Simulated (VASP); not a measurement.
Crystal: Co.

```
CELL_PARAMETERS angstrom
2.23683 0.00000 0.00000
0.00000 2.23683 0.00000
0.00000 0.00000 2.23683
ATOMIC_POSITIONS crystal
Co 0.00000 0.00000 0.00000
```

This cell differs from its parent crystal: volume scaled by 0.92.

Base run:

* Program: VASP 6.6.1
* Functional: revPBE
* Potentials or basis: VASP PAW PBE potentials, release 64 (Co_sv)
* Cutoff: 600 eV
* k mesh: 15 × 15 × 15
* Occupations: fermi-dirac, width 0.1 eV
* Spin: no spin polarisation

Its results: pressure 13.8 GPa.

Problem. The run is repeated on the same cell with these changes: potentials or basis from VASP PAW PBE potentials, release 64 (Co_sv) to VASP PAW PBE potentials, release 64 (Co); cutoff from 600 eV to 520 eV; further incar settings from ALGO = Normal; EDIFF = 1e-06; NBANDS = 14 to ALGO = Normal; EDIFF = 1e-06; NBANDS = 10; valence electrons from 17 to 9. What comes out?

Solution. Pressure 16.1 GPa.

Caveats: the PAW data sets were made with another functional, which shifts forces and pressure a little; the run has no spin polarisation, though such a crystal can be magnetic.
